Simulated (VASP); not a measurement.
CuO:

```
Cu O
1.0
     2.34165   -1.71040    0.00000
     2.34165    1.71040    0.00000
    -0.85251    0.00000    5.05806
Cu O
2 2
Direct
  0.00000 0.50000 0.00000
  0.50000 0.00000 0.50000
  0.58210 0.41790 0.25000
  0.41790 0.58210 0.75000
```

Base run:

* Program: VASP 6.6.1
* Functional: PBE
* Potentials or basis: VASP PAW PBE potentials, release 64 (Cu_sv_GW, O)
* Cutoff: 700 eV
* k mesh: 7 × 7 × 4
* Occupations: gaussian, width 0.1 eV
* Spin: no spin polarisation

Its results: band gap on the k mesh zero (band 25 reaches 6.00 eV, above the bottom of band 26 at 5.36 eV); pressure 2.7 GPa; largest force 0.280 eV/Å.

Question: The run is repeated on the same cell with these changes: potentials or basis from VASP PAW PBE potentials, release 64 (Cu_sv_GW, O) to VASP PAW PBE potentials, release 64 (Cu, O); cutoff from 700 eV to 520 eV; further incar settings from ALGO = Normal; EDIFF = 1e-06; NBANDS = 33 to ALGO = Normal; EDIFF = 1e-07; NBANDS = 25; valence electrons from 50 to 34. What comes out?

Answer: Band gap on the k mesh zero (band 17 reaches 5.97 eV, above the bottom of band 18 at 5.32 eV); pressure 6.4 GPa; largest force 0.246 eV/Å.

Caveats: semilocal functionals often make such compounds metallic where correlation or magnetic order opens a gap, which also shifts bond lengths.
